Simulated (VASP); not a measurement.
Runs of VASP 6.6.1 on KMgBr3. The structure is that of space group Pm-3m (No. 221), or close to it. The cells are those of the table. 

```csv
level,cell,smearing,gap on the mesh (eV),pressure (GPa)
PBE,"a = 5.303 Å, 5 atoms",fermi-dirac 0.02 eV,(b),0.8
r2SCAN,"a = 5.462 Å, 5 atoms",gaussian 0.01 eV,3.23,(a)
PBE,"a = 5.462 Å, 5 atoms",fermi-dirac 0.02 eV,2.43,-1.3
r2SCAN,"a = 5.303 Å, 5 atoms",gaussian 0.01 eV,3.57,-0.1
```

Alike in all rows: task single point; potentials or basis VASP PAW PBE potentials, release 64 (K_sv, Mg, Br); no spin polarisation; k mesh 6 × 6 × 6; cutoff (eV) 520.

Estimate the missing entries.

(a) -2.2; (b) 2.76.

Caveats: the PAW data sets were made with another functional, which shifts forces and pressure a little (some runs).

A k mesh can miss the band edges, and the runs leave out spin-orbit coupling on Br.
